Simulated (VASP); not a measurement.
Write the native input for VASP 6.6.1 that does the following.

```
Task                   : single point
Functional             : PBE
Potentials or basis    : VASP PAW PBE potentials, release 64 (Li_sv, Cl)
Cutoff                 : 520 eV
k mesh                 : 6 × 6 × 6
Occupations            : gaussian, width 0.01 eV
Spin                   : no spin polarisation
Dipole correction      : no
Further INCAR settings : ALGO = Normal; EDIFF = 1e-06; NBANDS = 12
```

The structure of LiCl lies in POSCAR:

```
LiCl
1.0
    0.0000000000      2.5560252063      2.5560252063
    2.5560252063      0.0000000000      2.5560252063
    2.5560252063      2.5560252063      0.0000000000
Li Cl
1 1
Direct
    0.0000000000      0.0000000000      0.0000000000
    0.5000000000      0.5000000000      0.5000000000
```

The input as run:

INCAR

```
SYSTEM = LiCl
ALGO     = Normal         ! electronic algorithm
EDIFF    = 1E-6           ! SCF threshold, eV
ENCUT    = 520            ! plane-wave cutoff, eV
GGA      = PE             ! functional
ISIF     = 2              ! what is computed and relaxed
ISMEAR   = 0              ! smearing method
LASPH    = .True.         ! aspherical terms in the spheres
LCHARG   = .False.        ! write CHGCAR
LREAL    = .False.        ! projectors in reciprocal space
LWAVE    = .False.        ! write WAVECAR
NBANDS   = 12             ! bands
NELM     = 100            ! most SCF steps
PREC     = Accurate       ! precision mode
SIGMA    = 0.01           ! smearing width, eV
```

KPOINTS

```
k-points
0
Gamma
  6 6 6
  0 0 0
```

Potentials or basis: VASP PAW PBE potentials, release 64 (Li_sv, Cl).

Launch:

```console
$ cat potpaw_PBE.64/Li_sv/POTCAR potpaw_PBE.64/Cl/POTCAR > POTCAR
$ mpirun -np 1 vasp_std > vasp.out
```

It gave:

* Band gap on the k mesh: 6.40 eV, direct

Run time: 5 s on 1 thread of Intel(R) Xeon(R) Platinum 8375C CPU @ 2.90GHz (Ice Lake), on a shared host, peak memory 0.14 GiB.
